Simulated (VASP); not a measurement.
**GdO: single point with HSE06**

GdO:

```
Gd O
1.0
     0.00000    2.68074    2.68074
     2.68074    0.00000    2.68074
     2.68074    2.68074    0.00000
Gd O
1 1
Cartesian
  0.0000 0.0000 0.0000
  1.3404 1.3404 1.3404
```

| Property | Result |
| --- | --- |
| Program | VASP 6.6.1 |
| Task | single point |
| Functional | HSE06 |
| Potentials or basis | VASP PAW PBE potentials, release 64 (Gd, O) |
| Cutoff | 520 eV |
| k mesh | 5 × 5 × 5 |
| Occupations | fermi-dirac, width 0.05 eV |
| Spin | collinear spin, ferromagnetic start |
| Starting moments | [7.0, 0.0] μB |
| Dipole correction | no |
| Grid for exact exchange (PRECFOCK) | Normal |
| Further INCAR settings | ALGO = Normal; EDIFF = 1e-07; NBANDS = 23 |
| Screening parameter | 0.2079 1/Å |

```json
{
 "Pressure": "0.2 GPa",
 "Band gap on the k mesh": "zero (filled and empty bands overlap)",
 "Net moment": "7.98 μB per cell",
 "Site moments": "Gd +7.07; O +0.03 μB",
 "Valence electrons inside the program's atomic spheres": "Gd 15.16; O 5.05"
}
```

Levels at points of the mesh, in eV from the Fermi level:
Spin up:
| k point | band 14 | band 15 | band 16 | band 17 | band 18 | band 19 |
| --- | --- | --- | --- | --- | --- | --- |
| (0.00, 0.00, 0.00) | -6.61 | -6.61 | -2.78 | 3.33 | 3.33 | 5.24 |
Spin down:
```csv
k point,band 6,band 7,band 8,band 9,band 10,band 11
"(0.00, 0.00, 0.00)",-6.51,-6.51,-6.51,-0.60,3.57,3.57
```

It took 27 min on 4 MPI ranks on AMD EPYC 7R13 Processor (Zen 3), with other jobs on the host, peak memory 0.28 GiB a rank.

Caveat: the k points lie up to 0.41 Å⁻¹ apart; the PAW data sets were made with another functional, which shifts forces and pressure a little; spin-orbit coupling is left out, which moves the levels of the heavy elements; a cell with one magnetic atom can't hold antiferromagnetic order, which such compounds often take. The state reached can hang on the start; a lower one may exist.
